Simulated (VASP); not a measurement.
A run of VASP 6.6.1 is set up as follows.

File POSCAR:

```
CdS
1.0
    0.0000000000      2.7724455593      2.7724455593
    2.7724455593      0.0000000000      2.7724455593
    2.7724455593      2.7724455593      0.0000000000
Cd S
1 1
Direct
   -0.0021230927      0.0021230927      0.0021230927
    0.5074443337      0.4925556663      0.4925556663
```

Contents of INCAR.step1:

```
PREC     = Accurate       # precision mode
ENCUT    = 520            # plane-wave cutoff, eV
ISMEAR   = 0              # smearing method
SIGMA    = 0.05           # smearing width, eV
LREAL    = F              # projectors in reciprocal space
LASPH    = T              # aspherical terms in the spheres
NELM     = 80             # most SCF steps
NBANDS   = 16             # bands
GGA      = PE             # functional
ALGO     = Normal         # electronic algorithm
EDIFF    = 1E-4           # SCF threshold, eV
LWAVE    = T              # write WAVECAR
LCHARG   = F              # write CHGCAR
```

INCAR.step2

```
PREC     = Accurate       # precision mode
ENCUT    = 520            # plane-wave cutoff, eV
EDIFF    = 1E-6           # SCF threshold, eV
ISMEAR   = 0              # smearing method
SIGMA    = 0.05           # smearing width, eV
LREAL    = F              # projectors in reciprocal space
LASPH    = T              # aspherical terms in the spheres
NELM     = 80             # most SCF steps
ALGO     = Normal         # electronic algorithm
ISIF     = 2              # what is computed and relaxed
LWAVE    = F              # write WAVECAR
LCHARG   = F              # write CHGCAR
METAGGA  = R2SCAN         # meta-GGA
LMIXTAU  = T            
NBANDS   = 16             # bands
ISTART   = 1
```

Contents of KPOINTS:

```
regular mesh
0
Gamma
  8 8 8
```

Potentials or basis: VASP PAW PBE potentials, release 64 (Cd, S).

The run is started by

```sh
$ cat potpaw_PBE.64/Cd/POTCAR potpaw_PBE.64/S/POTCAR > POTCAR
$ cp INCAR.step1 INCAR
$ mpirun -np 1 vasp_std > vasp.out
$ cp INCAR.step2 INCAR
$ mpirun -np 1 vasp_std > vasp.out
```

**Question.** Estimate the band gap on the k mesh.

**Answer.** 0.74 eV, indirect (least direct gap 2.00 eV).

**Question.** Estimate the largest force.

**Answer.** 0.060 eV/Å.

**Question.** Predict the pressure.

**Answer.** -3.2 GPa.

Stress tensor (GPa, compression positive):
```
-3.05  0.00  0.00
 0.00 -3.29  0.00
 0.00  0.00 -3.29
```

Caveat: the PAW data sets were made with another functional, which shifts forces and pressure a little. r2SCAN opens gaps a little over a GGA but as a rule still falls short of measured ones.
